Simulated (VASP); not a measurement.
Crystal: S.

```
S
1.0
     5.44787    0.00000    0.00000
     0.00000    5.44787    0.00000
     0.00000    0.00000    3.91006
S
4
Direct
  0.31115 0.50000 0.50000
  0.68885 0.50000 0.50000
  0.50000 0.31115 0.00000
  0.50000 0.68885 0.00000
```

The cell was generated, and may not be a known phase.

* Program: VASP 6.6.1
* Task: relaxation of cell and atoms
* Functional: PBE
* Potentials or basis: VASP PAW PBE potentials, release 64 (S)
* Cutoff: 600 eV
* k mesh: 4 × 4 × 4
* Occupations: gaussian, width 0.1 eV
* Spin: no spin polarisation

At the start: pressure 8.2 GPa; volume 29.01 Å³/atom.

Task: Where does the relaxation end?

Result: Over 12 steps the energy falls by 310.0 meV/atom and the volume is 35.09 Å³/atom (+21.0 %); space group P4_2/mmc (No. 131, to 0.1 Å) before and after.

Step by step:
```
step  energy change (eV)  largest force (eV/Å)  pressure (GPa)  volume (Å³)
   1              0.0000                1.4964            8.21       116.05
   2             -0.4023                2.0845           -4.66       142.23
   3             -0.6574                1.0378           -1.04       130.69
   4             -0.9955                0.1184           -0.01       131.90
   5             -1.0253                0.1720            0.71       132.12
   6             -1.1003                0.6029            2.57       132.39
   7             -0.6574                4.4347            7.22       132.27
   8             -1.1131                0.8775            2.93       132.42
   9             -1.2212                0.5537            0.64       141.04
  10             -1.2243                0.5925            0.92       139.62
  11             -1.2250                0.5321           -0.80       141.14
  12             -1.2402                0.0072            0.02       140.37
```

Final structure:
```
S
1.0
     5.24642    0.00000    0.00000
     0.00000    5.24642    0.00000
     0.00000    0.00000    5.09987
S
4
Direct
  0.31256 0.50000 0.50000
  0.68744 0.50000 0.50000
  0.50000 0.31256 0.00000
  0.50000 0.68744 0.00000
```

Caveat: the k points lie up to 0.31 Å⁻¹ apart in the final cell; the volume moved by over 15 % at a fixed basis, so the end points are rough; this functional lacks dispersion, which binds layers or chains, so the pressure and a relaxed spacing across them are unreliable.
